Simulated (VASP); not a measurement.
The system is TiTe2.

```xyz
3
Lattice="3.7517 0.0000 0.0000 -1.8758 3.2490 0.0000 0.0000 0.0000 6.4544" Properties=species:S:1:pos:R:3 pbc="T T T"
Te    0.0000    2.1660    4.7582
Te    1.8758    1.0830    1.6962
Ti    0.0000    0.0000    0.0000
```

This cell differs from its parent crystal: volume scaled by 0.98.

Base run:

```yaml
Program: VASP 6.6.1
Functional: PBE
Potentials_or_basis: VASP PAW PBE potentials, release 64 (Te, Ti_sv)
Cutoff: 520 eV
k_mesh: 8 × 8 × 4
Occupations: fermi-dirac, width 0.05 eV
Spin: no spin polarisation
```

Its results: band gap on the k mesh zero (band 12 reaches 7.46 eV, above the bottom of band 13 at 6.76 eV); pressure 2.3 GPa; largest force 0.198 eV/Å.

**Question.** The run is repeated on the same cell with these changes: functional from PBE to LDA; potentials or basis from VASP PAW PBE potentials, release 64 (Te, Ti_sv) to VASP PAW LDA potentials, release 64 (Te, Ti_sv). What comes out?

**Answer.** Band gap on the k mesh zero (band 12 reaches 7.26 eV, above the bottom of band 13 at 6.56 eV); pressure -2.8 GPa; largest force 0.115 eV/Å.

Caveats: spin-orbit coupling is left out, which moves the levels of the heavy elements; this functional lacks dispersion, which binds the layers, so the pressure and a relaxed spacing across them are unreliable (some runs).
